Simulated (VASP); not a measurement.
Crystal: Al2Cu (Khatyrkite).

```
CELL_PARAMETERS angstrom
-3.05359 3.05359 2.45465
3.05359 -3.05359 2.45465
3.05359 3.05359 -2.45465
ATOMIC_POSITIONS crystal
Cu 0.25000 0.25000 0.00000
Cu 0.75000 0.75000 0.00000
Al 0.34190 0.15810 0.50000
Al 0.84190 0.34190 0.18380
Al 0.65810 0.84190 0.50000
Al 0.15810 0.65810 0.81620
```

Base run:

* Program: VASP 6.6.1
* Functional: PBE
* Potentials or basis: VASP PAW PBE potentials, release 64 (Cu, Al)
* Cutoff: 520 eV
* k mesh: 7 × 7 × 7
* Occupations: fermi-dirac, width 0.05 eV
* Spin: no spin polarisation

Its results: band gap on the k mesh zero (band 17 reaches 9.78 eV, above the bottom of band 18 at 6.13 eV); pressure -2.0 GPa; largest force 0.008 eV/Å.

Problem. The run is repeated on the same cell with these changes: functional from PBE to LDA; potentials or basis from VASP PAW PBE potentials, release 64 (Cu, Al) to VASP PAW LDA potentials, release 64 (Cu, Al). What comes out?

Solution. Band gap on the k mesh zero (band 17 reaches 9.58 eV, above the bottom of band 18 at 5.90 eV); pressure -7.7 GPa; largest force 0.105 eV/Å.
